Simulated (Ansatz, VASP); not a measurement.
**Two plane-wave programs on Li**

INCAR

```
  PREC = Accurate
  ENCUT = 600
  EDIFF = 1E-6
  ISMEAR = -1
  SIGMA = 0.05
  LREAL = F
  LASPH = T
  NELM = 60
  ALGO = Normal
  ISIF = 3
  LWAVE = F
  LCHARG = F
  GGA = RP
  IVDW = 12
  IBRION = 2
  NSW = 60
  EDIFFG = -0.01
```

The input KPOINTS:

```
Automatic mesh
0
Gamma
  11 11 11
```

The input POSCAR:

```
Li
1.0
   -1.7546500000      1.7546500000      1.7546500000
    1.7546500000     -1.7546500000      1.7546500000
    1.7546500000      1.7546500000     -1.7546500000
Li
1
Direct
    0.0000000000      0.0000000000      0.0000000000
```

input.yaml

```yaml
crystal:
  lattice:
    - [-1.75465, 1.75465, 1.75465]
    - [1.75465, -1.75465, 1.75465]
    - [1.75465, 1.75465, -1.75465]
  atoms:
    - { symbol: Li, position: [0.0, 0.0, 0.0] }
hamiltonian:
  xc: rpbe
  pseudopotentials: { kind: paw }
  dispersion: d3bj
kpoints:
  mp_grid: { grid: [11, 11, 11] }
scf:
  occupations: { method: fermi_dirac, width: 0.05 }
output:
  forces: true
  stress: true
relax:
  f_tol: 0.01
  max_steps: 40
  cell: { stress_tol: 0.05 }
```

Alike in both runs: task relaxation of cell and atoms; functional RPBE; dispersion D3(BJ); k mesh 11 × 11 × 11; occupations fermi-dirac, width 0.05 eV; no spin polarisation.

|  | VASP | Ansatz |
| --- | --- | --- |
| version | VASP 6.6.1 | Ansatz 0.2.0 |
| potentials or method | VASP PAW PBE potentials, release 64 (Li_sv) | Ansatz PAW |
| plane-wave cutoff (eV) | 600 | 420 |
| valence electrons in the cell | 3 | 3 |

|  | VASP | Ansatz | Ansatz less VASP |
| --- | --- | --- | --- |
| relaxed volume (Å³/atom) | 11.94 | 11.93 | -0.005 |
| relaxed cell length with the largest relative difference (Å) | 2.494 | 2.493 | -0.0003 |

VASP's potentials were made for PBE, not for RPBE.

Noted on VASP's run: the cutoff is short for stress, so the pressure is rough; the volume moved by over 15 % at a fixed basis, so the end points are rough. Noted on Ansatz's run: the potentials were made for another functional, which shifts forces and pressure; the volume moved by over 15 % at a fixed basis, so the end points are rough; the plane-wave basis is chosen anew once the cell has moved, so the energies of steps on either side of that aren't comparable.
